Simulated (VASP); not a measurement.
# WSe2 in VASP: single point with PBE+D3(BJ)

Aim: the single point of WSe2 with PBE+D3(BJ).

Everything below comes from runs of VASP 6.6.1. Logs are shortened: lines on timing, memory, paths and dates and some standing lists are left out, and cuts for length are marked.

**1. The cell of the first run**

The cell holds a slab with vacuum, 6 atoms: a = 3.285 Å, b = 3.285 Å, c = 24.239 Å, α = 90.00°, β = 90.00°, γ = 120.00°.

**2. Single point, PBE+D3(BJ)**

Input file INCAR:

```
PREC = Accurate
ENCUT = 520
EDIFF = 1E-7
ISMEAR = 0
SIGMA = 0.05
LREAL = F
LASPH = T
NELM = 80
ALGO = Normal
ISIF = 2
LWAVE = F
LCHARG = T
LDIPOL = T
IDIPOL = 3
DIPOL = 0.5 0.5 0.389
GGA = PE
IVDW = 12
LELF = T
LVHAR = T
LVACPOTAV = T
NBANDS = 35
```

Input file KPOINTS:

```
regular mesh
0
Gamma
  9 9 1
```

Input file POSCAR:

```
WSe2
1.0
    3.2854926884      0.0000000000      0.0000000000
   -1.6427463442      2.8453201321      0.0000000000
    0.0000000000      0.0000000000     24.2386466672
Se W
4 2
Direct
    0.3333333333      0.6666666667      0.1856539295
    0.3333333333      0.6666666667      0.3246601777
    0.5000000000      1.3333333333      0.4529676712
    0.5000000000      1.3333333333      0.5919739193
    0.6666666667      0.3333333333      0.2551570536
    0.8333333333      1.0000000000      0.5224707953
```

Potentials or basis: VASP PAW PBE potentials, release 64 (Se, W_sv).

Started as:

```sh
$ cat potpaw_PBE.64/Se/POTCAR potpaw_PBE.64/W_sv/POTCAR > POTCAR
$ mpirun -np 1 vasp_std > vasp.out
```

OUTCAR:

```text
PREC = Accurate
   ENCUT = 520
   EDIFF = 1E-7
   ISMEAR = 0
   LREAL = F
   LASPH = T
   NELM = 80
   ISIF = 2
   GGA = PE
   IVDW = 12
 IVDW          = 12

 ion  position               nearest neighbor table
   1  0.333  0.667  0.186-   5 2.54   5 2.54   5 2.54
   2  0.333  0.667  0.325-   5 2.54   5 2.54   5 2.54
   3  0.500  0.333  0.453-   6 2.54   6 2.54   6 2.54
   4  0.500  0.333  0.592-   6 2.54   6 2.54   6 2.54
   5  0.667  0.333  0.255-   2 2.54   1 2.54   2 2.54   1 2.54   2 2.54   1 2.54
   6  0.833  0.000  0.522-   4 2.54   4 2.54   4 2.54   3 2.54   3 2.54   3 2.54

  LATTYP: Found a hexagonal cell.
 ALAT       =     3.2854926884
 C/A-ratio  =     7.3774769771

  Lattice vectors:

 A1 = (   3.2854926884,   0.0000000000,   0.0000000000)
 A2 = (  -1.6427463442,   2.8453201321,   0.0000000000)
 A3 = (   0.0000000000,   0.0000000000,  24.2386466672)

Analysis of symmetry for initial positions (statically):
=====================================================================
 Subroutine PRICEL returns:
 Original cell was already a primitive cell.

 Routine SETGRP: Setting up the symmetry group for a
 hexagonal supercell.

 Subroutine GETGRP returns: Found  1 space group operations
 (whereof  1 operations were pure point group operations)
 out of a pool of 24 trial point group operations.

The static configuration has the point symmetry C_1 .

Analysis of symmetry for dynamics (positions and initial velocities):
=====================================================================
 Subroutine PRICEL returns:
 Original cell was already a primitive cell.

 Routine SETGRP: Setting up the symmetry group for a
 hexagonal supercell.

 Subroutine GETGRP returns: Found  1 space group operations
 (whereof  1 operations were pure point group operations)
 out of a pool of 24 trial point group operations.

The dynamic configuration has the point symmetry C_1 .

 Subroutine INISYM returns: Found  1 space group operations
 (whereof  1 operations are pure point group operations),
 and found     1 'primitive' translations

----------------------------------------------------------------------------------------

                                     Primitive cell

  volume of cell :     226.5896

  direct lattice vectors                    reciprocal lattice vectors
     3.285492688  0.000000000  0.000000000     0.304368353  0.175727151  0.000000000
    -1.642746344  2.845320132  0.000000000     0.000000000  0.351454302  0.000000000
     0.000000000  0.000000000 24.238646667     0.000000000  0.000000000  0.041256429

  length of vectors
     3.285492688  3.285492688 24.238646667     0.351454302  0.351454302  0.041256429

  position of ions in fractional coordinates (direct lattice)
     0.333333333  0.666666667  0.185653929
     0.333333333  0.666666667  0.324660178
     0.500000000  0.333333333  0.452967671
     0.500000000  0.333333333  0.591973919
     0.666666667  0.333333333  0.255157054
     0.833333333  0.000000000  0.522470795

  ion indices of the primitive-cell ions
   primitive index   ion index
                 1           1
                 2           2
                 3           3
                 4           4
                 5           5
                 6           6

----------------------------------------------------------------------------------------

 KPOINTS: regular mesh

Automatic generation of k-mesh.
 Grid dimensions read from file:
 generate k-points for:    9    9    1

 Generating k-lattice:

  Cartesian coordinates                     Fractional coordinates (reciprocal lattice)
     0.033818706  0.019525239  0.000000000     0.111111111  0.000000000  0.000000000
     0.000000000  0.039050478  0.000000000     0.000000000  0.111111111  0.000000000
     0.000000000  0.000000000  0.041256429     0.000000000  0.000000000  1.000000000

  Length of vectors
     0.039050478  0.039050478  0.041256429

  Shift w.r.t. Gamma in fractional coordinates (k-lattice)
     0.000000000  0.000000000  0.000000000

 Subroutine IBZKPT returns following result:
 ===========================================

 Found     41 irreducible k-points:

 Following reciprocal coordinates:
            Coordinates               Weight
  0.000000  0.000000  0.000000      1.000000
  0.111111 -0.000000  0.000000      2.000000
  0.000000  0.111111  0.000000      2.000000
 -0.111111  0.111111  0.000000      2.000000
  0.222222 -0.000000  0.000000      2.000000
  0.000000  0.222222  0.000000      2.000000
[... 16 lines left out ...]
  0.333333  0.111111  0.000000      2.000000
 -0.111111  0.444444  0.000000      2.000000
 [... further k-points ...]
   k-points           NKPTS =     41   k-points in BZ     NKDIM =     41   number of bands    NBANDS=     35
   number of dos      NEDOS =    301   number of ions     NIONS =      6
   total plane-waves  NPLWV = 103680
   dimension x,y,z NGX =    24 NGY =   24 NGZ =  180
   dimension x,y,z NGXF=    48 NGYF=   48 NGZF=  360
   ions per type =               4   2
   NGX,Y,Z   is equivalent  to a cutoff of  12.14, 12.14, 12.35 a.u.
   NGXF,Y,Z  is equivalent  to a cutoff of  24.29, 24.29, 24.69 a.u.
 SYSTEM =  unknown system
   PREC   = accura    normal or accurate (medium, high low for compatibility)
   ISTART =      0    job   : 0-new  1-cont  2-samecut
   ICHARG =      2    charge: 1-file 2-atom 10-const
   ISPIN  =      1    spin polarized calculation?
   LNONCOLLINEAR =      F non collinear calculations
   LSORBIT =      F    spin-orbit coupling
   LASPH  =      T    aspherical Exc in radial PAW
   ENCUT  =  520.0 eV  38.22 Ry    6.18 a.u.   6.11  6.11 45.07*2*pi/ulx,y,z
   NELM   =     80;   NELMIN=  2; NELMDL= -5     # of ELM steps
   EDIFF  = 0.1E-06   stopping-criterion for ELM
   LREAL  =      F    real-space projection
   EDIFFG = 0.1E-05   stopping-criterion for IOM
   NSW    =      0    number of steps for IOM
   IBRION =     -1    ionic relax: 0-MD 1-quasi-New 2-CG
   NFREE  =      0    steps in history (QN), initial steepest desc. (CG)
   ISIF   =      2    stress and relaxation
   ISYM   =      2    0-nonsym 1-usesym 2-fastsym
   POTIM  = 0.5000    time-step for ionic-motion
   TEBEG  =    0.0;   TEEND  =   0.0 temperature during run
   PSTRESS=    0.0 pullay stress
   NELECT =      52.0000    total number of electrons
   NUPDOWN=      -1.0000    fix difference up-down
   EMIN   =  10.00;   EMAX   =-10.00  energy-range for DOS
   EFERMI =   0.00;   METHOD = LEGACY
   ISMEAR =     0;   SIGMA  =   0.05  broadening in eV -4-tet -1-fermi 0-gaus
   EFERMI_NEDOS =   21; number of points for ismear=-14 and -15
   IALGO  =     38    algorithm
   IMIX   =      4    mixing-type and parameters
     AMIX     =   0.40;   BMIX     =  1.00
     AMIX_MAG =   1.60;   BMIX_MAG =  1.00
  volume/ion in A,a.u.               =      37.76       254.85
  Fermi-wavevector in a.u.,A,eV,Ry     =   1.002296  1.894065 13.668372  1.004597
  Thomas-Fermi vector in A             =   2.134774
   LORBIT       =      0    0 simple, 1 ext, 2 COOP (PROOUT), +10 PAW based schemes
   GGA     = PE    functional components
   LHFCALC =     F    Hartree Fock is set to
   AEXX    =    0.0000 exact exchange contribution
   IVDW    =    12    specifies the selected vdW correction
   LEPSILON=     F    determine dielectric tensor
   LRPA    =     F    only Hartree local field effects (RPA)
 non-spin polarized calculation
 Gauss-broadening in eV      SIGMA  =   0.05
  energy-cutoff  :      520.00
  volume of cell :      226.59
 maximum number of plane-waves:      6144
   NGX = 13   NGY = 13   NGZ = 91

 number of electron      51.9999987 magnetization

 dipolmoment           0.000000      0.000000      0.002133 electrons x Angstroem

 Free energy of the ion-electron system (eV)
  ---------------------------------------------------
  ext. energy  EPLUGINS =         0.00000000
  ---------------------------------------------------
  free energy    TOTEN  =       -43.14626610 eV

  energy without entropy =      -43.14626610  energy(sigma->0) =      -43.14626610

 E-fermi :   1.4036     XC(G=0):  -6.2027

 val. band max:        0.9778471147   @ k =   0.0000   0.0000   0.0000
 cond. band min:       2.3866186867   @ k =   0.2222   0.1111   0.0000
 fundamental gap:      1.4087715721
 Fermi energy:         1.4036287250

 k-point     1 :       0.0000    0.0000    0.0000
  band No.  band energies     occupation
      1     -73.1971      2.00000
      2     -73.1585      2.00000
      3     -37.4447      2.00000
      4     -37.4055      2.00000
      5     -37.3091      2.00000
      6     -37.3078      2.00000
[... 27 lines left out ...]
     34       4.0752      0.00000
     35       5.2119      0.00000

 k-point     2 :       0.1111   -0.0000    0.0000
  band No.  band energies     occupation
      1     -73.1959      2.00000
      2     -73.1573      2.00000
      3     -37.4395      2.00000
      4     -37.4003      2.00000
      5     -37.3358      2.00000
      6     -37.3154      2.00000
[... 27 lines left out ...]
     34       4.2075      0.00000
     35       5.6177      0.00000

 k-point     3 :       0.0000    0.1111    0.0000
  band No.  band energies     occupation
      1     -73.1959      2.00000
      2     -73.1573      2.00000
      3     -37.4395      2.00000
      4     -37.4002      2.00000
      5     -37.3360      2.00000
      6     -37.3152      2.00000
[... 27 lines left out ...]
     34       4.1721      0.00000
     35       5.6205      0.00000
[... 723 lines left out ...]
 k-point    23 :       0.3333    0.1111    0.0000
  band No.  band energies     occupation
      1     -73.1875      2.00000
      2     -73.1489      2.00000
      3     -37.5092      2.00000
      4     -37.4717      2.00000
      5     -37.4033      2.00000
      6     -37.3734      2.00000
[... 27 lines left out ...]
     34       5.2445      0.00000
     35       6.3032      0.00000

 k-point    24 :      -0.1111    0.4444    0.0000
  band No.  band energies     occupation
      1     -73.1875      2.00000
      2     -73.1489      2.00000
      3     -37.5097      2.00000
      4     -37.4717      2.00000
      5     -37.4032      2.00000
      6     -37.3729      2.00000
[... 27 lines left out ...]
     34       5.2324      0.00000
     35       6.3457      0.00000

 [... further k-points ...]

------------------------ aborting loop because EDIFF is reached ----------------------------------------

 Edisp (eV)   -2.40266

 E8    (eV) :    -1.1045

  FORCE on cell =-STRESS in cart. coord.  units (eV):
  Direction    XX          YY          ZZ          XY          YZ          ZX
  --------------------------------------------------------------------------------------
  -------------------------------------------------------------------------------------
  Total       0.04761     0.08744     0.19502    -0.12196    -0.16643     0.28151
  in kB       0.33667     0.61829     1.37897    -0.86239    -1.17682     1.99054
  external pressure =        0.78 kB  Pullay stress =        0.00 kB

 VOLUME and BASIS-vectors are now :
 -----------------------------------------------------------------------------
  energy-cutoff  :      520.00
  volume of cell :      226.59
      direct lattice vectors                 reciprocal lattice vectors
     3.285492688  0.000000000  0.000000000     0.304368353  0.175727151  0.000000000
    -1.642746344  2.845320132  0.000000000     0.000000000  0.351454302  0.000000000
     0.000000000  0.000000000 24.238646667     0.000000000  0.000000000  0.041256429

 POSITION                                       TOTAL-FORCE (eV/Angst)
 -----------------------------------------------------------------------------------
     -0.00000      1.89688      4.50000         0.004635      0.000197     -0.033118
     -0.00000      1.89688      7.86932        -0.063042      0.036287     -0.005709
      1.09516      0.94844     10.97932         0.058864     -0.037818      0.020144
      1.09516      0.94844     14.34865         0.002971      0.001104      0.039809
      1.64275      0.94844      6.18466        -0.017108      0.008663      0.013533
      2.73791      0.00000     12.66399         0.013679     -0.008433     -0.034658
 -----------------------------------------------------------------------------------
    total drift:                                0.000165      0.000018     -0.000092

  FREE ENERGIE OF THE ION-ELECTRON SYSTEM (eV)
  ---------------------------------------------------
  free  energy   TOTEN  =       -45.5489287300 eV

  energy  without entropy=      -45.5489287300  energy(sigma->0) =      -45.54892873

 vacuum level on the upper side and lower side of the slab         5.946         5.904
```

It took 4.5 min on 1 thread of Intel Xeon 6975P-C (Granite Rapids), shared host; peak memory 0.47 GiB.

What came out:

- Free energy: -45.5489 eV
- Largest force: 0.073 eV/Å
- Band gap on the k mesh: 1.41 eV, indirect (least direct gap 1.62 eV)
- Dispersion energy per atom: -0.400 eV

Forces on the atoms (eV/Å):
```
Se   0.005  0.000 -0.033
Se  -0.063  0.036 -0.006
Se   0.059 -0.038  0.020
Se   0.003  0.001  0.040
W   -0.017  0.009  0.014
W    0.014 -0.008 -0.035
```

Levels at points of the mesh, in eV from the valence-band top:
| k point | band 22 | band 23 | band 24 | band 25 | band 26 | band 27 | band 28 | band 29 | band 30 | band 31 |
| --- | --- | --- | --- | --- | --- | --- | --- | --- | --- | --- |
| (0.00, 0.00, 0.00) | -1.31 | -1.27 | -1.27 | -0.72 | 0.00 | 2.77 | 2.83 | 2.88 | 2.90 | 2.98 |

Caveat: spin-orbit coupling is left out, which moves the levels of the heavy elements.
